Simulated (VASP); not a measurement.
# BP (I-4m2) in VASP: further runs

Runs on BP. Level: r2SCAN. Tasks: single point.

Everything below comes from runs of VASP 6.6.1. Logs are shortened: lines on timing, memory, paths and dates and some standing lists are left out, and cuts for length are marked.

## Step 1: The cell of the first run

Symmetry: I-4m2, No. 119, tetragonal system. Conventional cell: a = 2.728 Å, b = 2.728 Å, c = 4.538 Å, α = 90.00°, β = 90.00°, γ = 90.00°. B (site symmetry -4m2) has 4 P at 1.77 Å within 2.4 Å. P (site symmetry -4m2) has 4 B at 1.77 Å within 2.4 Å.

## Step 2: Single point, r2SCAN (strain -0.1500 x Voigt [1, 1, 0, 0, 0, 0])

POSCAR reads:

```
BP
1.0
    0.0000000000      1.9286500000      2.2690000000
    1.9286500000      0.0000000000      2.2690000000
    1.9286500000      1.9286500000      0.0000000000
B P
1 1
Direct
    0.0000000000      0.0000000000      0.0000000000
    0.7500000000      0.7500000000      0.7500000000
```

INCAR.step1 reads:

```
SYSTEM = BP
ALGO = Normal
EDIFF = 1E-4
ENCUT = 520
GGA = PE
ISMEAR = 0
LASPH = .TRUE.
LCHARG = .FALSE.
LREAL = .FALSE.
LWAVE = .TRUE.
NBANDS = 11
NELM = 100
PREC = Accurate
SIGMA = 0.05
```

INCAR.step2 reads:

```
SYSTEM = BP
ALGO = Normal
EDIFF = 1E-6
ENCUT = 520
ISIF = 2
ISMEAR = 0
ISTART = 1
LASPH = .TRUE.
LCHARG = .FALSE.
LMIXTAU = .TRUE.
LREAL = .FALSE.
LWAVE = .FALSE.
METAGGA = R2SCAN
NBANDS = 11
NELM = 100
PREC = Accurate
SIGMA = 0.05
```

KPOINTS reads:

```
k-points
0
G
  10 10 10
  0 0 0
```

Potentials or basis: VASP PAW PBE potentials, release 64 (B, P).

Run with:

```sh
$ cat potpaw_PBE.64/B/POTCAR potpaw_PBE.64/P/POTCAR > POTCAR
$ cp INCAR.step1 INCAR
$ mpirun -np 1 vasp_std > vasp.out
$ cp INCAR.step2 INCAR
$ mpirun -np 1 vasp_std > vasp.out
```

OUTCAR:

```text
SYSTEM = BP
   EDIFF = 1E-6
   ENCUT = 520
   ISIF = 2
   ISMEAR = 0
   ISTART = 1
   LASPH = .TRUE.
   LREAL = .FALSE.
   METAGGA = R2SCAN
   NELM = 100
   PREC = Accurate

 ion  position               nearest neighbor table
   1  0.000  0.000  0.000-   2 1.77   2 1.77   2 1.77   2 1.77
   2  0.750  0.750  0.750-   1 1.77   1 1.77   1 1.77   1 1.77

  LATTYP: Found a body centered tetragonal cell.
 ALAT       =     2.7275229871
 C/A-ratio  =     1.6637806616

  Lattice vectors:

 A1 = (  -1.9286500000,   0.0000000000,   2.2690000000)
 A2 = (   1.9286500000,   0.0000000000,   2.2690000000)
 A3 = (   0.0000000000,   1.9286500000,  -2.2690000000)

Analysis of symmetry for initial positions (statically):
=====================================================================
 Subroutine PRICEL returns:
 Original cell was already a primitive cell.

 Routine SETGRP: Setting up the symmetry group for a
 body centered tetragonal supercell.

 Subroutine GETGRP returns: Found  8 space group operations
 (whereof  8 operations were pure point group operations)
 out of a pool of 16 trial point group operations.

The static configuration has the point symmetry D_2d.

Analysis of symmetry for dynamics (positions and initial velocities):
=====================================================================
 Subroutine PRICEL returns:
 Original cell was already a primitive cell.

 Routine SETGRP: Setting up the symmetry group for a
 body centered tetragonal supercell.

 Subroutine GETGRP returns: Found  8 space group operations
 (whereof  8 operations were pure point group operations)
 out of a pool of 16 trial point group operations.

The dynamic configuration has the point symmetry D_2d.

 Subroutine INISYM returns: Found  8 space group operations
 (whereof  8 operations are pure point group operations),
 and found     1 'primitive' translations

----------------------------------------------------------------------------------------

                                     Primitive cell

  volume of cell :      16.8800

  direct lattice vectors                    reciprocal lattice vectors
     0.000000000  1.928650000  2.269000000    -0.259248697  0.259248697  0.220361393
     1.928650000  0.000000000  2.269000000     0.259248697 -0.259248697  0.220361393
     1.928650000  1.928650000  0.000000000     0.259248697  0.259248697 -0.220361393

  length of vectors
     2.977927437  2.977927437  2.727522987     0.427760351  0.427760351  0.427760351

  position of ions in fractional coordinates (direct lattice)
     0.000000000  0.000000000  0.000000000
     0.750000000  0.750000000  0.750000000

  ion indices of the primitive-cell ions
   primitive index   ion index
                 1           1
                 2           2

----------------------------------------------------------------------------------------

 KPOINTS: k-points

Automatic generation of k-mesh.
 Grid dimensions read from file:
 generate k-points for:   10   10   10

 Generating k-lattice:

  Cartesian coordinates                     Fractional coordinates (reciprocal lattice)
    -0.025924870  0.025924870  0.022036139     0.100000000 -0.000000000  0.000000000
     0.025924870 -0.025924870  0.022036139    -0.000000000  0.100000000  0.000000000
     0.025924870  0.025924870 -0.022036139     0.000000000  0.000000000  0.100000000

  Length of vectors
     0.042776035  0.042776035  0.042776035

  Shift w.r.t. Gamma in fractional coordinates (k-lattice)
     0.000000000  0.000000000  0.000000000

 Subroutine IBZKPT returns following result:
 ===========================================

 Found    102 irreducible k-points:

 Following reciprocal coordinates:
            Coordinates               Weight
  0.000000  0.000000  0.000000      1.000000
  0.100000  0.000000  0.000000      8.000000
  0.200000  0.000000  0.000000      8.000000
  0.300000  0.000000  0.000000      8.000000
  0.400000 -0.000000  0.000000      8.000000
  0.500000  0.000000  0.000000      4.000000
[... 16 lines left out ...]
  0.300000  0.300000  0.000000      2.000000
  0.400000  0.300000  0.000000      8.000000
 [... further k-points ...]
   k-points           NKPTS =    102   k-points in BZ     NKDIM =    102   number of bands    NBANDS=     11
   number of dos      NEDOS =    301   number of ions     NIONS =      2
   total plane-waves  NPLWV =  11520
   dimension x,y,z NGX =    24 NGY =   24 NGZ =   20
   dimension x,y,z NGXF=    48 NGYF=   48 NGZF=   40
   ions per type =               1   1
   NGX,Y,Z   is equivalent  to a cutoff of  13.40, 13.40, 12.19 a.u.
   NGXF,Y,Z  is equivalent  to a cutoff of  26.80, 26.80, 24.38 a.u.
 SYSTEM =  BP
   PREC   = accura    normal or accurate (medium, high low for compatibility)
   ISTART =      1    job   : 0-new  1-cont  2-samecut
   ICHARG =      0    charge: 1-file 2-atom 10-const
   ISPIN  =      1    spin polarized calculation?
   LNONCOLLINEAR =      F non collinear calculations
   LSORBIT =      F    spin-orbit coupling
   LASPH  =      T    aspherical Exc in radial PAW
   ENCUT  =  520.0 eV  38.22 Ry    6.18 a.u.   5.54  5.54  5.07*2*pi/ulx,y,z
   NELM   =    100;   NELMIN=  2; NELMDL=  0     # of ELM steps
   EDIFF  = 0.1E-05   stopping-criterion for ELM
   LREAL  =      F    real-space projection
   EDIFFG = 0.1E-04   stopping-criterion for IOM
   NSW    =      0    number of steps for IOM
   IBRION =     -1    ionic relax: 0-MD 1-quasi-New 2-CG
   NFREE  =      0    steps in history (QN), initial steepest desc. (CG)
   ISIF   =      2    stress and relaxation
   ISYM   =      2    0-nonsym 1-usesym 2-fastsym
   POTIM  = 0.5000    time-step for ionic-motion
   TEBEG  =    0.0;   TEEND  =   0.0 temperature during run
   PSTRESS=    0.0 pullay stress
   NELECT =       8.0000    total number of electrons
   NUPDOWN=      -1.0000    fix difference up-down
   EMIN   =  10.00;   EMAX   =-10.00  energy-range for DOS
   EFERMI =   0.00;   METHOD = LEGACY
   ISMEAR =     0;   SIGMA  =   0.05  broadening in eV -4-tet -1-fermi 0-gaus
   EFERMI_NEDOS =   21; number of points for ismear=-14 and -15
   IALGO  =     38    algorithm
   IMIX   =      4    mixing-type and parameters
     AMIX     =   0.40;   BMIX     =  1.00
     AMIX_MAG =   1.60;   BMIX_MAG =  1.00
  volume/ion in A,a.u.               =       8.44        56.96
  Fermi-wavevector in a.u.,A,eV,Ry     =   1.276383  2.412014 22.165984  1.629154
  Thomas-Fermi vector in A             =   2.409042
   LORBIT       =      0    0 simple, 1 ext, 2 COOP (PROOUT), +10 PAW based schemes
   METAGGA = R2SCAN    functional components
   LHFCALC =     F    Hartree Fock is set to
   AEXX    =    0.0000 exact exchange contribution
   IVDW    =     0    specifies the selected vdW correction
   LEPSILON=     F    determine dielectric tensor
   LRPA    =     F    only Hartree local field effects (RPA)
 non-spin polarized calculation
 Gauss-broadening in eV      SIGMA  =   0.05
  energy-cutoff  :      520.00
  volume of cell :       16.88
 maximum number of plane-waves:       473
 NGX is ok and might be reduce to    24
   NGX = 11   NGY = 11   NGZ = 11

 number of electron       8.0000000 magnetization

 Free energy of the ion-electron system (eV)
  ---------------------------------------------------
  ext. energy  EPLUGINS =         0.00000000
  ---------------------------------------------------
  free energy    TOTEN  =       -15.40079222 eV

  energy without entropy =      -15.40075203  energy(sigma->0) =      -15.40077212

 E-fermi :  12.3565     XC(G=0): -13.0669

 val. band max:       12.2735851052   @ k =  -0.2000   0.1000   0.0000
 cond. band min:      12.4445690751   @ k =   0.5000   0.0000   0.4000
 fundamental gap:      0.1709839699
 Fermi energy:        12.3564833437

 k-point     1 :       0.0000    0.0000    0.0000
  band No.  band energies     occupation
      1      -7.8398      2.00000
      2      10.1783      2.00000
      3      12.5353      0.00000
      4      12.5354      0.00000
      5      16.1409      0.00000
      6      16.1409      0.00000
      7      16.7426      0.00000
      8      21.4525      0.00000
      9      25.4512      0.00000
     10      26.2728      0.00000
     11      27.5120      0.00000

 k-point     2 :       0.1000    0.0000    0.0000
  band No.  band energies     occupation
      1      -7.5939      2.00000
      2       9.4455      2.00000
      3      11.1905      2.00000
      4      12.2601      1.99360
      5      16.0741      0.00000
      6      16.7031      0.00000
      7      17.8126      0.00000
      8      21.4051      0.00000
      9      25.1684      0.00000
     10      27.1717      0.00000
     11      27.7962      0.00000

 k-point     3 :       0.2000    0.0000    0.0000
  band No.  band energies     occupation
      1      -6.8608      2.00000
      2       7.0825      2.00000
      3       9.6467      2.00000
      4      11.7860      2.00000
      5      15.7216      0.00000
      6      17.8519      0.00000
      7      18.9273      0.00000
      8      22.3722      0.00000
      9      25.2587      0.00000
     10      25.4776      0.00000
     11      29.4923      0.00000

 k-point     4 :       0.3000    0.0000    0.0000
  band No.  band energies     occupation
      1      -5.6607      2.00000
      2       4.0777      2.00000
      3       8.6974      2.00000
      4      11.4366      2.00000
      5      15.0824      0.00000
      6      18.6129      0.00000
      7      19.3762      0.00000
      8      24.5046      0.00000
      9      25.2110      0.00000
     10      25.3704      0.00000
     11      30.8245      0.00000
[... 239 lines left out ...]
 k-point    22 :      -0.2000    0.2000    0.0000
  band No.  band energies     occupation
      1      -5.0031      2.00000
      2       4.5546      2.00000
      3       5.2301      2.00000
      4      11.8937      2.00000
      5      17.5962      0.00000
      6      18.8122      0.00000
      7      19.1210      0.00000
      8      23.0037      0.00000
      9      23.3857      0.00000
     10      28.5392      0.00000
     11      29.4503      0.00000

 k-point    23 :       0.3000    0.3000    0.0000
  band No.  band energies     occupation
      1      -5.5397      2.00000
      2       4.1950      2.00000
      3       8.8432      2.00000
      4       8.8432      2.00000
      5      14.5789      0.00000
      6      16.8347      0.00000
      7      23.4111      0.00000
      8      23.4111      0.00000
      9      28.4482      0.00000
     10      30.7665      0.00000
     11      33.2881      0.00000

 k-point    24 :       0.4000    0.3000    0.0000
  band No.  band energies     occupation
      1      -4.5618      2.00000
      2       2.8478      2.00000
      3       7.1645      2.00000
      4       8.5642      2.00000
      5      14.9206      0.00000
      6      17.4205      0.00000
      7      24.2293      0.00000
      8      24.5732      0.00000
      9      29.2943      0.00000
     10      30.9572      0.00000
     11      34.1039      0.00000

 [... further k-points ...]
[... 5 lines left out ...]
  --------------------------------------------------------------------------------------
  -------------------------------------------------------------------------------------
  Total       12.5649259     12.5649259      5.0730303      0.0000000      0.0000000      0.0000000
  in kB     1192.6120145   1192.6120145    481.5115417      0.0000000      0.0000000      0.0000000
  external PRESSURE =     955.5785236 kB  Pullay stress =       0.0000000 kB

 VOLUME and BASIS-vectors are now :
 -----------------------------------------------------------------------------
  energy-cutoff  :      520.00
  volume of cell :       16.88
      direct lattice vectors                 reciprocal lattice vectors
     0.000000000  1.928650000  2.269000000    -0.259248697  0.259248697  0.220361393
     1.928650000  0.000000000  2.269000000     0.259248697 -0.259248697  0.220361393
     1.928650000  1.928650000  0.000000000     0.259248697  0.259248697 -0.220361393

 POSITION                                       TOTAL-FORCE (eV/Angst)
 -----------------------------------------------------------------------------------
      0.00000      0.00000      0.00000         0.000000      0.000000      0.000000
      2.89297      2.89297      3.40350        -0.000000     -0.000000      0.000000
 -----------------------------------------------------------------------------------
    total drift:                                0.000012      0.000012     -0.000013

  FREE ENERGIE OF THE ION-ELECTRON SYSTEM (eV)
  ---------------------------------------------------
  free  energy   TOTEN  =       -15.4007922204 eV

  energy  without entropy=      -15.4007520277  energy(sigma->0) =      -15.40077212
```

It took 21 s on 1 thread of Intel Xeon 6975P-C (Granite Rapids), shared host; peak memory 0.14 GiB.

Results:

```
Free energy            : -15.4008 eV
Pressure               : 95.6 GPa
Band gap on the k mesh : zero (band 4 reaches 12.57 eV, above the bottom of band 5 at 12.03 eV)
```

Stress tensor (GPa, compression positive):
```
119.26   0.00   0.00
  0.00 119.26   0.00
  0.00   0.00  48.15
```

Levels at points of the mesh, in eV from the Fermi level:
| k point | band 1 | band 2 | band 3 | band 4 | band 5 | band 6 | band 7 | band 8 | band 9 |
| --- | --- | --- | --- | --- | --- | --- | --- | --- | --- |
| (0.00, 0.00, 0.00) | -20.20 | -2.18 | 0.18 | 0.18 | 3.78 | 3.78 | 4.39 | 9.10 | 13.09 |
| (0.50, 0.00, 0.00) | -15.16 | -12.75 | -4.43 | -1.14 | 2.03 | 6.07 | 7.26 | 12.15 | 16.13 |
| (0.50, 0.50, 0.00) | -14.71 | -12.84 | -4.49 | -4.49 | 1.60 | 3.24 | 16.06 | 16.06 | 18.34 |
| (0.50, 0.00, 0.50) | -12.19 | -10.89 | -7.08 | -6.57 | -0.32 | 0.17 | 11.98 | 16.57 | 16.77 |

Caveat: the cell differs from its parent crystal (strain -0.1500 x Voigt [1, 1, 0, 0, 0, 0]); the PAW data sets were made with another functional, which shifts forces and pressure a little.

## Step 3: Single point, r2SCAN (strain -0.1125 x Voigt [1, 1, 0, 0, 0, 0])

POSCAR reads:

```
BP
1.0
    0.0000000000      2.0137375000      2.2690000000
    2.0137375000      0.0000000000      2.2690000000
    2.0137375000      2.0137375000      0.0000000000
B P
1 1
Direct
    0.0000000000      0.0000000000      0.0000000000
    0.7500000000      0.7500000000      0.7500000000
```

INCAR.step1 reads:

```
SYSTEM = BP
  PREC = Accurate
  ENCUT = 520
  ISMEAR = 0
  SIGMA = 0.05
  LREAL = .False.
  LASPH = .True.
  NELM = 100
  NBANDS = 11
  GGA = PE
  ALGO = Normal
  EDIFF = 1E-4
  LWAVE = .True.
  LCHARG = .False.
```

INCAR.step2 reads:

```
SYSTEM = BP
  PREC = Accurate
  ENCUT = 520
  EDIFF = 1E-6
  ISMEAR = 0
  SIGMA = 0.05
  LREAL = .False.
  LASPH = .True.
  NELM = 100
  ALGO = Normal
  ISIF = 2
  LWAVE = .False.
  LCHARG = .True.
  METAGGA = R2SCAN
  LMIXTAU = .True.
  LELF = .True.
  LVHAR = .True.
  NBANDS = 11
  ISTART = 1
```

KPOINTS reads:

```
Automatic mesh
0
Gamma
  10 10 10
  0 0 0
```

Potentials or basis: VASP PAW PBE potentials, release 64 (B, P).

Run with:

```sh
$ cat potpaw_PBE.64/B/POTCAR potpaw_PBE.64/P/POTCAR > POTCAR
$ cp INCAR.step1 INCAR
$ mpirun -np 1 vasp_std > vasp.out
$ cp INCAR.step2 INCAR
$ mpirun -np 1 vasp_std > vasp.out
```

Run time: 26 s. Hardware: 1 thread of Intel Xeon 6975P-C (Granite Rapids), shared host; peak memory 0.14 GiB.

It converged, with:

```
Free energy            : -16.3210 eV
Pressure               : 60.6 GPa
Band gap on the k mesh : 0.07 eV, indirect (least direct gap 3.52 eV)
```

Stress tensor (GPa, compression positive):
```
76.69  0.00  0.00
 0.00 76.69  0.00
 0.00  0.00 28.43
```

Levels at points of the mesh, in eV from the valence-band top:
```
           k point  band 1  band 2  band 3  band 4  band 5  band 6  band 7  band 8  band 9
(0.00, 0.00, 0.00)  -19.17   -1.59    0.00    0.00    3.52    3.52    4.08    9.94   11.89
(0.50, 0.00, 0.00)  -14.60  -11.93   -3.75   -1.56    2.74    5.57    6.36   11.59   15.82
(0.50, 0.50, 0.00)  -13.70  -11.87   -4.65   -4.65    1.49    2.68   15.12   15.12   17.83
(0.50, 0.00, 0.50)  -12.02  -10.53   -6.42   -6.08    0.07    0.54   12.44   16.11   16.69
```

Caveat: the cell differs from its parent crystal (strain -0.1125 x Voigt [1, 1, 0, 0, 0, 0]); the PAW data sets were made with another functional, which shifts forces and pressure a little. A k mesh can miss the band edges.
